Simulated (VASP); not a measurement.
SnSe, 2 atoms in the cell. Symmetry: I4/mmm, No. 139, tetragonal system. The conventional cell has a = 4.257 Å, b = 4.257 Å, c = 5.839 Å, α = 90.00°, β = 90.00°, γ = 90.00°. Sn (site symmetry 4/mmm) has 6 Se at 2.92 to 3.01 Å within 3.8 Å. Within 3.8 Å of Se (site symmetry 4/mmm) lie 6 Sn at 2.92 to 3.01 Å.  This cell differs from its parent crystal: zz strain of -3 %.

```yaml
Program: VASP 6.6.1
Task: single point
Functional: LDA
Potentials_or_basis: VASP PAW LDA potentials, release 64 (Sn_d, Se)
Cutoff: 520 eV
k_mesh: 9 × 9 × 9
Occupations: fermi-dirac, width 0.02 eV
Spin: no spin polarisation
Dipole_correction: no
Further_INCAR_settings: ALGO = Normal; EDIFF = 1e-06; NBANDS = 17
```

Potentials or basis: VASP PAW LDA potentials, release 64 (Sn_d, Se).

Run with:

```sh
$ cat potpaw_LDA.64/Sn_d/POTCAR potpaw_LDA.64/Se/POTCAR > POTCAR
$ mpirun -np 1 vasp_std > vasp.out
```

Hardware: 1 thread of Intel(R) Xeon(R) 6975P-C (Granite Rapids), on a shared host.

Problem. Estimate the wall time of this run.

Solution. It took 19 s on 1 thread of Intel(R) Xeon(R) 6975P-C (Granite Rapids), with other jobs on the host, peak memory 0.2 GiB. Counts: scf iterations 11, k points 75.
